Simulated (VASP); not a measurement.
Write the native input for VASP 6.6.1 that does the following.

```yaml
Task: relaxation of cell and atoms
Functional: PBE
Potentials_or_basis: VASP PAW PBE potentials, release 64 (Sn_d, O)
Cutoff: 600 eV
k_mesh: 8 × 8 × 8
Occupations: gaussian, width 0.1 eV
Spin: no spin polarisation
Dipole_correction: no
Further_INCAR_settings: ALGO = Normal; EDIFF = 1e-06; IBRION = 2; EDIFFG = -0.05; NSW = 80; ISIF = 3
```

The structure of SnO lies in POSCAR:

```
SnO
1.0
    0.0000000000      2.1135437454      2.1135437454
    2.1135437454      0.0000000000      2.1135437454
    2.1135437454      2.1135437454      0.0000000000
Sn O
1 1
Direct
    0.0000000000      0.0000000000      0.0000000000
    0.5000000000      0.5000000000      0.5000000000
```

The input as run:

INCAR

```
SYSTEM = SnO
ALGO     = Normal         ! electronic algorithm
EDIFF    = 1E-6           ! SCF threshold, eV
EDIFFG   = -0.05          ! ionic threshold
ENCUT    = 600            ! plane-wave cutoff, eV
GGA      = PE             ! functional
IBRION   = 2              ! ionic algorithm
ISIF     = 3              ! what is computed and relaxed
ISMEAR   = 0              ! smearing method
LASPH    = .TRUE.         ! aspherical terms in the spheres
LCHARG   = .FALSE.        ! write CHGCAR
LREAL    = .FALSE.        ! projectors in reciprocal space
LWAVE    = .FALSE.        ! write WAVECAR
NELM     = 100            ! most SCF steps
NSW      = 80             ! ionic steps
PREC     = Accurate       ! precision mode
SIGMA    = 0.1            ! smearing width, eV
```

KPOINTS

```
k-points
0
G
  8 8 8
  0 0 0
```

Potentials or basis: VASP PAW PBE potentials, release 64 (Sn_d, O).

Command:

```console
$ cat potpaw_PBE.64/Sn_d/POTCAR potpaw_PBE.64/O/POTCAR > POTCAR
$ mpirun -np 1 vasp_std > vasp.out
```

Results of the run:

| Property | Result |
| --- | --- |
| Relaxed volume | 16.37 Å³/atom |
| Relaxed cell | a = 3.591 Å, b = 3.591 Å, c = 3.591 Å, α = 60.00°, β = 60.00°, γ = 60.00° |
| Space group after relaxing (to 0.1 Å) | Fm-3m (No. 225) |
| Energy gained by relaxing | 2532.6 meV/atom |
| Ionic steps | 5 |
| Pressure after relaxing | 0.1 GPa |
| Band gap on the k mesh | 0.89 eV (least direct gap 0.95 eV) |

Caveat: the volume moved by over 15 % at a fixed basis, so the end points are rough; spin-orbit coupling is left out, which moves the levels of the heavy elements.

Wall time 54 s on 1 thread of Intel Xeon 8259CL, with other jobs on the host, peak memory 0.15 GiB.
